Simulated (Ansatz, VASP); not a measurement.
# NbSi: VASP beside Ansatz

```
Nb Si
1.0
     3.15644    0.00000    0.00000
     0.00000    3.15644    0.00000
     0.00000    0.00000    3.15644
Nb Si
1 1
Direct
  0.00000 0.00000 0.00000
  0.50000 0.50000 0.50000
```

Alike in both runs: task single point; functional PBE-based screened hybrid with a share of 0.25 of exact exchange and HFSCREEN = 0.15; k mesh 4 × 4 × 4; occupations fermi-dirac, width 0.05 eV; no spin polarisation.

|  | VASP | Ansatz |
| --- | --- | --- |
| version | VASP 6.6.1 | Ansatz 0.2.0 |
| potentials or method | VASP PAW PBE potentials, release 64 (Nb_sv, Si) | Ansatz PAW |
| plane-wave cutoff (eV) | 520 | 420 |
| valence electrons in the cell | 17 | 17 |

```csv
,VASP,Ansatz,Ansatz less VASP
gap on the k mesh at the Fermi level (eV),none,none,-
pressure (GPa),-2.0,-1.3,+0.66
```

VASP's potentials were made for PBE, not for PBE-based screened hybrid. A gap of «none» marks a metal or a gap that the smearing closes.

The k mesh is coarse, so the values compare programs but aren't converged.
